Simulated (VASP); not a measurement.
Set up this calculation in VASP 6.6.1, as the native input.

* Task: single point
* Functional: PBE
* Potentials or basis: VASP PAW PBE potentials, release 64 (Ba_sv, F)
* Cutoff: 600 eV
* k mesh: 6 × 6 × 6
* Occupations: gaussian, width 0.02 eV
* Spin: no spin polarisation
* Dipole correction: no
* Further INCAR settings: ALGO = Normal; EDIFF = 1e-06; NBANDS = 19

The structure of BaF2 lies in POSCAR:

```
BaF2
1.0
    0.0000000000      3.0263506594      3.0263506594
    3.0263506594      0.0000000000      3.0263506594
    3.0263506594      3.0263506594      0.0000000000
Ba F
1 2
Direct
    0.0000000000      0.0000000000      0.0000000000
    0.2500000000      0.2500000000      0.2500000000
    0.7500000000      0.7500000000      0.7500000000
```

These files were run (other wordings do the same):

INCAR

```
SYSTEM = BaF2
PREC     = Accurate       ! precision mode
ENCUT    = 600            ! plane-wave cutoff, eV
EDIFF    = 1E-6           ! SCF threshold, eV
ISMEAR   = 0              ! smearing method
SIGMA    = 0.02           ! smearing width, eV
LREAL    = .FALSE.        ! projectors in reciprocal space
LASPH    = .TRUE.         ! aspherical terms in the spheres
NELM     = 120            ! most SCF steps
ALGO     = Normal         ! electronic algorithm
ISIF     = 2              ! what is computed and relaxed
LWAVE    = .FALSE.        ! write WAVECAR
LCHARG   = .FALSE.        ! write CHGCAR
GGA      = PE             ! functional
NBANDS   = 19             ! bands
GGA_COMPAT= .FALSE.
```

KPOINTS

```
regular mesh
0
G
  6 6 6
  0 0 0
```

Potentials or basis: VASP PAW PBE potentials, release 64 (Ba_sv, F).

The run is started by

```console
$ cat potpaw_PBE.64/Ba_sv/POTCAR potpaw_PBE.64/F/POTCAR > POTCAR
$ mpirun -np 1 vasp_std > vasp.out
```

Results of the run:

```json
{
  "Pressure": "7.8 GPa",
  "Band gap on the k mesh": "7.10 eV (least direct gap 7.20 eV)"
}
```

Caveat: the cell stands under pressure; spin-orbit coupling is left out, which moves the levels of the heavy elements.

Run time: 27 s on 1 thread of AMD EPYC 7R13, on a shared host, peak memory 0.18 GiB.
